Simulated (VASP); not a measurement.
Set up this calculation in VASP 6.6.1, as the native input.

| Property | Result |
| --- | --- |
| Task | single point |
| Functional | RPBE |
| Potentials or basis | VASP PAW PBE potentials, release 64 (Ir) |
| Cutoff | 520 eV |
| k mesh | 8 × 8 × 8 |
| Occupations | gaussian, width 0.1 eV |
| Spin | no spin polarisation |
| Dipole correction | no |
| Further INCAR settings | ALGO = Normal; EDIFF = 1e-06; NBANDS = 10 |

The structure of Ir lies in POSCAR:

```
Ir
1.0
    0.0000000000      1.9156000000      1.9156000000
    1.9156000000      0.0000000000      1.9156000000
    1.9156000000      1.9156000000      0.0000000000
Ir
1
Direct
    0.0000000000      0.0000000000      0.0000000000
```

The input as run:

INCAR

```
SYSTEM = Ir
  ALGO = Normal
  EDIFF = 1E-6
  ENCUT = 520
  GGA = RP
  ISIF = 2
  ISMEAR = 0
  LASPH = .TRUE.
  LCHARG = .TRUE.
  LELF = .TRUE.
  LREAL = .FALSE.
  LVHAR = .TRUE.
  LWAVE = .FALSE.
  NBANDS = 10
  NELM = 100
  PREC = Accurate
  SIGMA = 0.1
```

KPOINTS

```
k-points
0
G
  8 8 8
  0 0 0
```

Potentials or basis: VASP PAW PBE potentials, release 64 (Ir).

Launch:

```sh
$ cat potpaw_PBE.64/Ir/POTCAR > POTCAR
$ mpirun -np 1 vasp_std > vasp.out
```

It gave:

| Quantity | Value |
| --- | --- |
| Pressure | 17.8 GPa |

Caveat: the PAW data sets were made with another functional, which shifts forces and pressure a little.

Run time: 2.7 s on 1 thread of Intel(R) Xeon(R) 6975P-C (Granite Rapids) (shared host), peak memory 0.13 GiB.
